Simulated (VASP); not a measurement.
Si: single point with LDA

Si:

```
Si
1.0
    -1.61170    1.61170    1.32033
     1.61170   -1.61170    1.32033
     1.64213    1.64213   -1.32033
Si
1
Direct
  0.00000 0.00000 0.00000
```

This cell differs from its parent crystal: strain +0.0187 x Voigt [0, 0, 0, 0, 0, 1].

* Program: VASP 6.6.1
* Task: single point
* Functional: LDA
* Potentials or basis: VASP PAW LDA potentials, release 64 (Si)
* Cutoff: 520 eV
* k mesh: 22 × 22 × 22
* Occupations: gaussian, width 0.15 eV
* Spin: no spin polarisation

```
Pressure               : -0.2 GPa
Band gap on the k mesh : zero (band 2 reaches 20.11 eV, above the bottom of band 3 at 6.78 eV)
```

Stress tensor (GPa, compression positive):
```
 0.08 -1.46  0.00
-1.46  0.08  0.00
 0.00  0.00 -0.71
```

Levels at points of the mesh, in eV from the Fermi level:
```csv
k point,band 1,band 2,band 3,band 4,band 5
"(0.00, 0.00, 0.00)",-14.68,9.56,9.61,10.47,13.02
"(0.50, 0.00, 0.00)",-6.41,-6.06,4.74,6.34,6.57
"(0.50, 0.50, 0.00)",-8.33,-7.31,8.77,11.47,11.49
"(0.00, 0.00, 0.50)",-8.72,-7.40,9.13,11.48,11.77
"(0.50, 0.50, 0.50)",-2.51,-2.24,-1.50,1.24,4.15
```

It took 61 s on 1 thread of AMD EPYC 9R45 96-Core Processor (Zen 5), on a shared host, peak memory 0.21 GiB.

Caveat: the cell differs from its parent crystal (strain +0.0187 x Voigt [0, 0, 0, 0, 0, 1]).
